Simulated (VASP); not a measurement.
The system is MnS.

```
CELL_PARAMETERS angstrom
3.95358 0.00000 0.00000
-1.97679 3.42390 0.00000
0.00000 0.00000 6.34253
ATOMIC_POSITIONS crystal
Mn 0.66667 0.33333 0.49884
Mn 0.33333 0.66667 0.99884
S 0.33333 0.66667 0.62615
S 0.66667 0.33333 0.12615
```

Base run:

- Program: VASP 6.6.1
- Functional: PBE
- Potentials or basis: VASP PAW PBE potentials, release 64 (Mn_pv, S)
- Cutoff: 520 eV
- k mesh: 8 × 8 × 4
- Occupations: fermi-dirac, width 0.05 eV
- Spin: collinear spin, ferromagnetic start
- Starting moments: [4.0, 4.0, 0.0, 0.0] μB

Its results: pressure 2.8 GPa; net moment 9.86 μB per cell; site moments Mn +4.32; S +0.09 μB; largest force 0.288 eV/Å.

Task: The run is repeated on the same cell with these changes: functional from PBE to LDA; potentials or basis from VASP PAW PBE potentials, release 64 (Mn_pv, S) to VASP PAW LDA potentials, release 64 (Mn_pv, S). What comes out?

Result: Pressure -4.7 GPa; net moment 9.47 μB per cell; site moments Mn +4.14; S +0.09 μB; largest force 0.241 eV/Å.

Caveats: only a ferromagnetic start was run, and an antiferromagnetic order may lie lower in energy.
